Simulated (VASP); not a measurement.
Wanted: the native input for a VASP 6.6.1 run.

* Task: single point
* Functional: PBE
* Potentials or basis: VASP PAW PBE potentials, release 64 (Ti_sv, C)
* Cutoff: 520 eV
* k mesh: 18 × 18 × 18
* Occupations: fermi-dirac, width 0.05 eV
* Spin: no spin polarisation
* Dipole correction: no
* Further INCAR settings: ALGO = Normal; EDIFF = 1e-06; NBANDS = 15

The structure of TiC (Khamrabaevite) lies in POSCAR:

```
TiC
1.0
    0.0000000000      2.1198243393      2.1198243393
    2.1198243393      0.0000000000      2.1198243393
    2.1198243393      2.1198243393      0.0000000000
Ti C
1 1
Direct
    0.0000000000      0.0000000000      0.0000000000
    0.5000000000      0.5000000000      0.5000000000
```

This cell differs from its parent crystal: volume scaled by 0.94, then relaxed in part.

These files were run (other wordings do the same):

INCAR

```
SYSTEM = TiC
PREC     = Accurate       ! precision mode
ENCUT    = 520            ! plane-wave cutoff, eV
EDIFF    = 1E-6           ! SCF threshold, eV
ISMEAR   = -1             ! smearing method
SIGMA    = 0.05           ! smearing width, eV
LREAL    = .False.        ! projectors in reciprocal space
LASPH    = .True.         ! aspherical terms in the spheres
NELM     = 100            ! most SCF steps
ALGO     = Normal         ! electronic algorithm
ISIF     = 2              ! what is computed and relaxed
LWAVE    = .False.        ! write WAVECAR
LCHARG   = .False.        ! write CHGCAR
GGA      = PE             ! functional
NBANDS   = 15             ! bands
```

KPOINTS

```
Automatic mesh
0
Gamma
  18 18 18
  0 0 0
```

Potentials or basis: VASP PAW PBE potentials, release 64 (Ti_sv, C).

Command:

```bash
$ cat potpaw_PBE.64/Ti_sv/POTCAR potpaw_PBE.64/C/POTCAR > POTCAR
$ mpirun -np 1 vasp_std > vasp.out
```

It gave:

* Pressure: 18.8 GPa
* Band gap on the k mesh: zero (band 8 reaches 10.90 eV, above the bottom of band 9 at 9.77 eV)

It took 26 s on 1 thread of Intel Xeon 6975P-C (shared host), peak memory 0.18 GiB.
